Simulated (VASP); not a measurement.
CoSi2:

```xyz
3
Lattice="0.0000 2.7498 2.7498 2.7498 0.0000 2.7498 2.7498 2.7498 0.0000" Properties=species:S:1:pos:R:3 pbc="T T T"
Co    0.0000    0.0000    0.0000
Si    1.3749    1.3749    1.3749
Si    4.1247    4.1247    4.1247
```

Base run:

- Program: VASP 6.6.1
- Functional: PBE
- Potentials or basis: VASP PAW PBE potentials, release 64 (Co, Si)
- Cutoff: 520 eV
- k mesh: 14 × 14 × 14
- Occupations: gaussian, width 0.15 eV
- Spin: collinear spin, ferromagnetic start
- Starting moments: [0.825, 0.0, 0.0] μB
- Fixed moment: 0.825 μB

Its results: pressure -9.1 GPa; site moments Co +0.52; Si +0.06 μB.

Task: The run is repeated on the same cell with these changes: fixed moment from 0.825 μB to 1.925 μB; moments at the start from [0.82, 0.0, 0.0] to [1.92, 0.0, 0.0]. What comes out?

Result: Pressure 0.6 GPa; site moments Co +1.25; Si +0.15 μB.

Caveats: the total moment is fixed, so each spin has its own Fermi level.
